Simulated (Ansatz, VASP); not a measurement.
This is a calculation of TiNi for VASP 6.6.1.

File INCAR:

```
SYSTEM = TiNi
  PREC = Accurate
  ENCUT = 520
  EDIFF = 1E-7
  ISMEAR = -1
  SIGMA = 0.05
  LREAL = .FALSE.
  LASPH = .TRUE.
  NELM = 150
  ALGO = Normal
  ISIF = 2
  LWAVE = .FALSE.
  LCHARG = .FALSE.
  ISPIN = 2
  MAGMOM = 1 1 1 1
  LORBIT = 11
  LMAXMIX = 4
  GGA = PS
  NBANDS = 34
```

The input KPOINTS:

```
Automatic mesh
0
G
  7 9 6
  0 0 0
```

POSCAR

```
TiNi
1.0
    4.0026303257      0.0000000000      0.0000000000
    0.0000000000      2.7978979972      0.0000000000
    0.0000000000      0.0000000000      4.4931240584
Ni Ti
2 2
Direct
    0.7500000000      0.0000000000      0.8209744100
    0.2500000000      0.0000000000      0.1790255900
    0.7500000000      0.5000000000      0.2744080600
    0.2500000000      0.5000000000      0.7255919400
```

Potentials or basis: VASP PAW PBE potentials, release 64 (Ni, Ti_sv).

Command:

```bash
$ cat potpaw_PBE.64/Ni/POTCAR potpaw_PBE.64/Ti_sv/POTCAR > POTCAR
$ mpirun -np 1 vasp_std > vasp.out
```

Question: Translate it to Ansatz 0.2.0. Potentials there: all-electron LAPW, scalar-relativistic.

Answer: As run (the cutoff follows the program's own potentials):

Contents of input.yaml:

```yaml
crystal:
  lattice:
    - [4.0026303257, 0.0, 0.0]
    - [0.0, 2.7978979972, 0.0]
    - [0.0, 0.0, 4.4931240584]
  atoms:
    - { symbol: Ni, position: [0.75, 0.0, 0.82097441], spin: 1.0 }
    - { symbol: Ni, position: [0.25, 0.0, 0.17902559], spin: 1.0 }
    - { symbol: Ti, position: [0.75, 0.5, 0.27440806], spin: 1.0 }
    - { symbol: Ti, position: [0.25, 0.5, 0.72559194], spin: 1.0 }
kpoints:
  mp_grid: { grid: [7, 9, 6] }
scf:
  occupations: { method: fermi_dirac, width: 0.05 }
hamiltonian:
  xc: pbesol
  pseudopotentials: { kind: all_electron, lapw: { basis_error: 0.001 } }
magnetization:
  spin_polarized: true
output:
  forces: true
  stress: true
  eigenvalues: true
```

Potentials or basis: all-electron LAPW, scalar-relativistic.

The run is started by

```bash
$ ansatz run input.yaml --threads 4 --pin off --max-ram 12288MiB --backend cpu --events-out ev --progress --plain --runs-dir out
```

Both were run:

|  | VASP | Ansatz | Ansatz less VASP |
| --- | --- | --- | --- |
| gap on the k mesh at the Fermi level (eV) | none | none | - |
| pressure (GPa) | 8.5 | 8.7 | +0.20 |
| traceless stress, the component that is largest in VASP (GPa) | 0.89 | 0.91 | +0.022 |
| rms of the force components (eV/Å) | 0.173 | 0.169 | -0.0033 |
| net moment per atom (μB) | 0.00 | 0.00 | 0.000 |

VASP's potentials were made for PBE, not for PBEsol. Atom by atom the forces differ by 0.004 eV/Å (rms over components). A gap of «none» marks a metal or a gap that the smearing closes. Ansatz ran all-electron here, and VASP with PAW potentials.
